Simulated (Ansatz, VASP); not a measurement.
**Two plane-wave programs on Zr3S2**

Contents of INCAR:

```
ALGO = Normal
EDIFF = 1E-7
ENCUT = 520
GGA = PE
ISIF = 2
ISMEAR = -1
LASPH = T
LCHARG = F
LREAL = F
LWAVE = F
NBANDS = 32
NELM = 100
PREC = Accurate
SIGMA = 0.1
```

Contents of KPOINTS:

```
k-points
0
Gamma
  5 5 5
```

Contents of POSCAR:

```
Zr3S2
1.0
    2.9025380000      1.6757810000      3.4877730000
   -2.9025380000      1.6757810000      3.4877730000
    0.0000000000     -3.3515620000      3.4877730000
Zr S
3 2
Direct
    0.1513273886      0.8287813886      0.5198912229
    0.5000000000      0.1612730000      0.8387270000
    0.8387270000      0.5000000000      0.1612730000
    0.3349770000      0.3349770000      0.3349770000
    0.6650230000      0.6650230000      0.6650230000
```

Input for Ansatz:

```yaml
crystal:
  lattice:
    - [2.902538, 1.675781, 3.487773]
    - [-2.902538, 1.675781, 3.487773]
    - [0.0, -3.351562, 3.487773]
  atoms:
    - { symbol: Zr, position: [0.15132738857066247, 0.8287813885706625, 0.5198912228586751] }
    - { symbol: Zr, position: [0.5, 0.161273, 0.838727] }
    - { symbol: Zr, position: [0.838727, 0.5, 0.161273] }
    - { symbol: S, position: [0.334977, 0.334977, 0.334977] }
    - { symbol: S, position: [0.665023, 0.665023, 0.665023] }
basis:
  ecutwfc: 450.0
kpoints:
  mp_grid:
    grid: [5, 5, 5]
    shift: [0.0, 0.0, 0.0]
hamiltonian:
  xc: pbe
scf:
  max_iter: 75
  convergence:
    dr2_threshold: 1.0e-09
  occupations:
    method: fermi_dirac
    width: 0.1
output:
  forces: true
```

Alike in both runs: task single point; functional PBE; k mesh 5 × 5 × 5; occupations fermi-dirac, width 0.1 eV; no spin polarisation.

|  | VASP | Ansatz |
| --- | --- | --- |
| version | VASP 6.6.1 | Ansatz 0.2.0 |
| potentials or method | VASP PAW PBE potentials, release 64 (Zr_sv, S), cutoff 520 eV | plane waves, PAW |
| valence electrons in the cell | 48 | 48 |

|  | VASP | Ansatz | Ansatz less VASP |
| --- | --- | --- | --- |
| rms of the force components (eV/Å) | 0.285 | 0.285 | -0.0003 |

Atom by atom the forces differ by 0.002 eV/Å (rms over components). With one functional, cell and mesh, what is left measures potentials, basis and numerics.
